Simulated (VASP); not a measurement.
A run of VASP 6.6.1 is set up as follows.

File INCAR:

```
SYSTEM = HfB2
  PREC = Accurate
  ENCUT = 520
  EDIFF = 1E-7
  ISMEAR = -1
  SIGMA = 0.03
  LREAL = .False.
  LASPH = .True.
  NELM = 80
  ALGO = Normal
  ISIF = 2
  LWAVE = .False.
  LCHARG = .False.
  GGA = PS
  NBANDS = 15
```

File KPOINTS:

```
regular mesh
0
Gamma
  15 15 12
  0 0 0
```

The input POSCAR:

```
HfB2
1.0
    3.0772000985      0.0000000000      0.0000000000
   -1.5386000493      2.6649334578      0.0000000000
    0.0000000000      0.0000000000      3.4800000000
Hf B
1 2
Direct
    0.0000000000      0.0000000000      0.0000000000
    0.3333333333      0.6666666667      0.5000000000
    0.6666666667      0.3333333333      0.5000000000
```

Potentials or basis: VASP PAW PBE potentials, release 64 (Hf_pv, B).

The run is started by

```bash
$ cat potpaw_PBE.64/Hf_pv/POTCAR potpaw_PBE.64/B/POTCAR > POTCAR
$ mpirun -np 1 vasp_std > vasp.out
```

Task: What does it give for the band gap on the k mesh?

Result: Zero (band 8 reaches 8.73 eV, above the bottom of band 9 at 7.58 eV).

Task: Predict the pressure.

Result: 6.8 GPa.

Stress tensor (GPa, compression positive):
```
10.24  0.00  0.00
 0.00 10.24  0.00
 0.00  0.00  0.00
```

Caveat: the cell differs from its parent crystal (equal xx and yy strain of -2 %); the PAW data sets were made with another functional, which shifts forces and pressure a little; spin-orbit coupling is left out, which moves the levels of the heavy elements.
